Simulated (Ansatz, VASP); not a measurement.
**BiTe in VASP and in Ansatz**

```
Bi Te
1.0
     2.39928    1.38523    3.19496
    -2.39928    1.38523    3.19496
     0.00000   -2.77045    3.19496
Bi Te
1 1
Direct
  0.50000 0.50000 0.50000
  0.00000 0.00000 0.00000
```

Alike in both runs: functional PBEsol; k mesh 12 × 12 × 12; occupations gaussian, width 0.1 eV; no spin polarisation.

Ansatz relaxed the structure, and its values are those at the end. VASP's run is a single point on that final structure, the one shown.

```csv
,VASP,Ansatz
version,VASP 6.6.1,Ansatz 0.2.0
potentials or method,"VASP PAW PBE potentials, release 64 (Bi_d, Te), cutoff 520 eV","scalar-relativistic, plane waves, PAW"
valence electrons in the cell,21,31
```

```csv
,VASP,Ansatz,Ansatz less VASP
gap on the k mesh at the Fermi level (eV),none,none,-
pressure (GPa),0.0,0.0,+0.01
```

VASP's potentials were made for PBE, not for PBEsol. A gap of «none» marks a metal or a gap that the smearing closes. VASP's potentials hold 21 valence electrons a cell and Ansatz's 31, so a difference there can come from the potentials and not from the codes.

Neither program's run includes spin-orbit coupling.
